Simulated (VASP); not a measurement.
# Rb (Im-3m) in VASP: notebook, part 2 of 2

VASP 6.6.1. Earlier steps stand in the parts before.

## 3. Relaxation of cell and atoms, PBE, target pressure -0.009 GPa, at which the enthalpy is minimised

Input file INCAR:

```
PREC = Accurate
ENCUT = 600
EDIFF = 1E-6
ISMEAR = -1
SIGMA = 0.08
LREAL = F
LASPH = T
NELM = 100
ALGO = Normal
ISIF = 3
LWAVE = F
LCHARG = F
GGA = PE
IBRION = 2
NSW = 60
EDIFFG = -0.005
PSTRESS = -0.09
```

Input file KPOINTS:

```
regular mesh
0
Gamma
  10 10 10
```

Input file POSCAR:

```
Rb
1.0
   -2.8406190482      2.8406190482      2.8406190482
    2.8406190482     -2.8406190482      2.8406190482
    2.8406190482      2.8406190482     -2.8406190482
Rb
1
Direct
    0.0000000000      0.0000000000      0.0000000000
```

Potentials or basis: VASP PAW PBE potentials, release 64 (Rb_sv).

Started as:

```sh
$ cat potpaw_PBE.64/Rb_sv/POTCAR > POTCAR
$ mpirun -np 1 vasp_std > vasp.out
```

OUTCAR:

```text
PREC = Accurate
   ENCUT = 600
   EDIFF = 1E-6
   ISMEAR = -1
   LREAL = F
   LASPH = T
   NELM = 100
   ISIF = 3
   GGA = PE
   IBRION = 2
   NSW = 60
   EDIFFG = -0.005
   PSTRESS = -0.09

 ion  position               nearest neighbor table
   1  0.000  0.000  0.000-

  LATTYP: Found a body centered cubic cell.
 ALAT       =     5.6812380964

  Lattice vectors:

 A1 = (  -2.8406190482,   2.8406190482,   2.8406190482)
 A2 = (   2.8406190482,  -2.8406190482,   2.8406190482)
 A3 = (   2.8406190482,   2.8406190482,  -2.8406190482)

Analysis of symmetry for initial positions (statically):
=====================================================================
 Subroutine PRICEL returns:
 Original cell was already a primitive cell.

 Routine SETGRP: Setting up the symmetry group for a
 body centered cubic supercell.

 Subroutine GETGRP returns: Found 48 space group operations
 (whereof 48 operations were pure point group operations)
 out of a pool of 48 trial point group operations.

The static configuration has the point symmetry O_h .

Analysis of symmetry for dynamics (positions and initial velocities):
=====================================================================
 Subroutine PRICEL returns:
 Original cell was already a primitive cell.

 Routine SETGRP: Setting up the symmetry group for a
 body centered cubic supercell.

 Subroutine GETGRP returns: Found 48 space group operations
 (whereof 48 operations were pure point group operations)
 out of a pool of 48 trial point group operations.

The dynamic configuration has the point symmetry O_h .

 Subroutine INISYM returns: Found 48 space group operations
 (whereof 48 operations are pure point group operations),
 and found     1 'primitive' translations

----------------------------------------------------------------------------------------

                                     Primitive cell

  volume of cell :      91.6851

  direct lattice vectors                    reciprocal lattice vectors
    -2.840619048  2.840619048  2.840619048     0.000000000  0.176017971  0.176017971
     2.840619048 -2.840619048  2.840619048     0.176017971  0.000000000  0.176017971
     2.840619048  2.840619048 -2.840619048     0.176017971  0.176017971  0.000000000

  length of vectors
     4.920096516  4.920096516  4.920096516     0.248927001  0.248927001  0.248927001

  position of ions in fractional coordinates (direct lattice)
     0.000000000  0.000000000  0.000000000

  ion indices of the primitive-cell ions
   primitive index   ion index
                 1           1

----------------------------------------------------------------------------------------

 KPOINTS: regular mesh

Automatic generation of k-mesh.
 Grid dimensions read from file:
 generate k-points for:   10   10   10

 Generating k-lattice:

  Cartesian coordinates                     Fractional coordinates (reciprocal lattice)
     0.000000000  0.017601797  0.017601797     0.100000000  0.000000000  0.000000000
     0.017601797  0.000000000  0.017601797     0.000000000  0.100000000  0.000000000
     0.017601797  0.017601797  0.000000000     0.000000000  0.000000000  0.100000000

  Length of vectors
     0.024892700  0.024892700  0.024892700

  Shift w.r.t. Gamma in fractional coordinates (k-lattice)
     0.000000000  0.000000000  0.000000000

 Subroutine IBZKPT returns following result:
 ===========================================

 Found     47 irreducible k-points:

 Following reciprocal coordinates:
            Coordinates               Weight
  0.000000  0.000000  0.000000      1.000000
  0.100000  0.000000  0.000000     12.000000
  0.200000  0.000000  0.000000     12.000000
  0.300000  0.000000  0.000000     12.000000
  0.400000  0.000000  0.000000     12.000000
  0.500000  0.000000  0.000000      6.000000
[... 16 lines left out ...]
  0.300000  0.300000  0.100000      8.000000
 -0.300000  0.300000  0.100000     24.000000
 [... further k-points ...]
   k-points           NKPTS =     47   k-points in BZ     NKDIM =     47   number of bands    NBANDS=      8
   number of dos      NEDOS =    301   number of ions     NIONS =      1
   total plane-waves  NPLWV =  64000
   dimension x,y,z NGX =    40 NGY =   40 NGZ =   40
   dimension x,y,z NGXF=    80 NGYF=   80 NGZF=   80
   ions per type =               1
   NGX,Y,Z   is equivalent  to a cutoff of  13.52, 13.52, 13.52 a.u.
   NGXF,Y,Z  is equivalent  to a cutoff of  27.03, 27.03, 27.03 a.u.
 SYSTEM =  unknown system
   PREC   = accura    normal or accurate (medium, high low for compatibility)
   ISTART =      0    job   : 0-new  1-cont  2-samecut
   ICHARG =      2    charge: 1-file 2-atom 10-const
   ISPIN  =      1    spin polarized calculation?
   LNONCOLLINEAR =      F non collinear calculations
   LSORBIT =      F    spin-orbit coupling
   LASPH  =      T    aspherical Exc in radial PAW
   ENCUT  =  600.0 eV  44.10 Ry    6.64 a.u.   9.83  9.83  9.83*2*pi/ulx,y,z
   NELM   =    100;   NELMIN=  2; NELMDL= -5     # of ELM steps
   EDIFF  = 0.1E-05   stopping-criterion for ELM
   LREAL  =      F    real-space projection
   EDIFFG = -.5E-02   stopping-criterion for IOM
   NSW    =     60    number of steps for IOM
   IBRION =      2    ionic relax: 0-MD 1-quasi-New 2-CG
   NFREE  =      1    steps in history (QN), initial steepest desc. (CG)
   ISIF   =      3    stress and relaxation
   ISYM   =      2    0-nonsym 1-usesym 2-fastsym
   POTIM  = 0.5000    time-step for ionic-motion
   TEBEG  =    0.0;   TEEND  =   0.0 temperature during run
   PSTRESS=   -0.1 pullay stress
   NELECT =       9.0000    total number of electrons
   NUPDOWN=      -1.0000    fix difference up-down
   EMIN   =  10.00;   EMAX   =-10.00  energy-range for DOS
   EFERMI =   0.00;   METHOD = LEGACY
   ISMEAR =    -1;   SIGMA  =   0.08  broadening in eV -4-tet -1-fermi 0-gaus
   EFERMI_NEDOS =   21; number of points for ismear=-14 and -15
   IALGO  =     38    algorithm
   IMIX   =      4    mixing-type and parameters
     AMIX     =   0.40;   BMIX     =  1.00
     AMIX_MAG =   1.60;   BMIX_MAG =  1.00
  volume/ion in A,a.u.               =      91.69       618.72
  Fermi-wavevector in a.u.,A,eV,Ry     =   0.755190  1.427101  7.759557  0.570311
  Thomas-Fermi vector in A             =   1.853028
   LORBIT       =      0    0 simple, 1 ext, 2 COOP (PROOUT), +10 PAW based schemes
   GGA     = PE    functional components
   LHFCALC =     F    Hartree Fock is set to
   AEXX    =    0.0000 exact exchange contribution
   IVDW    =     0    specifies the selected vdW correction
   LEPSILON=     F    determine dielectric tensor
   LRPA    =     F    only Hartree local field effects (RPA)
 conjugate gradient relaxation of ions
 non-spin polarized calculation
  energy-cutoff  :      600.00
  volume of cell :       91.69
 maximum number of plane-waves:      3084
   NGX = 19   NGY = 19   NGZ = 19

 number of electron       9.0000000 magnetization

 Free energy of the ion-electron system (eV)
  ---------------------------------------------------
  ext. energy  EPLUGINS =         0.00000000
  ---------------------------------------------------
  free energy    TOTEN  =        -0.94448038 eV

  energy without entropy =       -0.92316901  energy(sigma->0) =       -0.93382470

 E-fermi :  -0.0071     XC(G=0):  -5.4484

 val. band max:       -0.0082581846   @ k =   0.3000   0.2000   0.0000
 cond. band min:      -0.0050196824   @ k =  -0.3000   0.4000   0.2000
 fundamental gap:      0.0032385022
 Fermi energy:        -0.0070570903

 k-point     1 :       0.0000    0.0000    0.0000
  band No.  band energies     occupation
      1     -28.9112      2.00000
      2     -12.9542      2.00000
      3     -12.9542      2.00000
      4     -12.9542      2.00000
      5      -1.9668      2.00000
      6       3.6671      0.00000
      7       3.6671      0.00000
      8       3.6671      0.00000
[... 243 lines left out ...]
 k-point    24 :      -0.3000    0.3000    0.1000
  band No.  band energies     occupation
      1     -28.9082      2.00000
      2     -13.0143      2.00000
      3     -12.9779      2.00000
      4     -12.9612      2.00000
      5      -0.8692      1.99996
      6       2.1090      0.00000
      7       2.8967      0.00000
      8       3.7425      0.00000

 [... further k-points ...]

------------------------ aborting loop because EDIFF is reached ----------------------------------------

  FORCE on cell =-STRESS in cart. coord.  units (eV):
  Direction    XX          YY          ZZ          XY          YZ          ZX
  --------------------------------------------------------------------------------------
  -------------------------------------------------------------------------------------
  Total       -0.0052316     -0.0052316     -0.0052316      0.0000000      0.0000000     -0.0000000
  in kB       -0.0914210     -0.0914210     -0.0914210      0.0000000      0.0000000     -0.0000000
  external PRESSURE =      -0.0014210 kB  Pullay stress =      -0.0900000 kB

 VOLUME and BASIS-vectors are now :
 -----------------------------------------------------------------------------
  energy-cutoff  :      600.00
  volume of cell :       91.69
      direct lattice vectors                 reciprocal lattice vectors
    -2.840619048  2.840619048  2.840619048     0.000000000  0.176017971  0.176017971
     2.840619048 -2.840619048  2.840619048     0.176017971  0.000000000  0.176017971
     2.840619048  2.840619048 -2.840619048     0.176017971  0.176017971  0.000000000

 POSITION                                       TOTAL-FORCE (eV/Angst)
 -----------------------------------------------------------------------------------
      0.00000      0.00000      0.00000        -0.000000      0.000000     -0.000000
 -----------------------------------------------------------------------------------
    total drift:                               -0.000000      0.000000     -0.000000

  FREE ENERGIE OF THE ION-ELECTRON SYSTEM (eV)
  ---------------------------------------------------
  free  energy   TOTEN  =        -0.9444803844 eV

  energy  without entropy=       -0.9231690128  energy(sigma->0) =       -0.93382470

  enthalpy is  TOTEN    =        -0.9496306651 eV   P V=       -0.0051502807

 reached required accuracy - stopping structural energy minimisation
```

OSZICAR:

```text
N       E                     dE             d eps       ncg     rms          rms(c)
DAV:   1     0.528372959962E+02    0.52837E+02   -0.35642E+03   752   0.912E+02
DAV:   2     0.223477613845E+01   -0.50603E+02   -0.50018E+02   864   0.143E+02
DAV:   3    -0.851290484440E+00   -0.30861E+01   -0.30830E+01   968   0.436E+01
DAV:   4    -0.941786554710E+00   -0.90496E-01   -0.90105E-01  1240   0.608E+00
DAV:   5    -0.942857815070E+00   -0.10713E-02   -0.10711E-02  1120   0.489E-01    0.122E+00
DAV:   6    -0.943426908421E+00   -0.56909E-03   -0.18438E-03  1272   0.292E-01    0.733E-01
DAV:   7    -0.944355096809E+00   -0.92819E-03   -0.32851E-03   984   0.399E-01    0.450E-02
DAV:   8    -0.944470376255E+00   -0.11528E-03   -0.11738E-04  1072   0.107E-01    0.174E-02
DAV:   9    -0.944480831072E+00   -0.10455E-04   -0.90075E-06  1200   0.278E-02    0.477E-03
DAV:  10    -0.944480384364E+00    0.44671E-06   -0.32447E-06  1056   0.118E-02
   1 F= -.94963067E+00 E0= -.93897498E+00  d E =-.949631E+00
```

It took 13 s on 1 thread of Intel Xeon 6975P-C (Granite Rapids), shared host; peak memory 0.25 GiB.

What came out:

```
Free energy             : -0.9445 eV
Pressure after relaxing : 0.0 GPa
Band gap on the k mesh  : zero (an odd number of electrons rules out a gap without spin polarisation)
```

Final structure:
```
Rb
1.0
    -2.84062    2.84062    2.84062
     2.84062   -2.84062    2.84062
     2.84062    2.84062   -2.84062
Rb
1
Direct
  0.00000 0.00000 0.00000
```

Levels at points of the mesh, in eV from the Fermi level:
```csv
k point,band 1,band 2,band 3,band 4,band 5,band 6,band 7,band 8
"(0.00, 0.00, 0.00)",-28.90,-12.95,-12.95,-12.95,-1.96,3.67,3.67,3.67
"(0.50, 0.00, 0.00)",-28.90,-13.04,-12.98,-12.95,0.24,0.78,2.59,4.24
"(0.50, 0.50, 0.50)",-28.90,-13.01,-13.01,-13.01,1.27,1.27,3.23,3.23
```

Caveat: the cell is relaxed towards a set pressure, so the run minimises the enthalpy, not the energy.
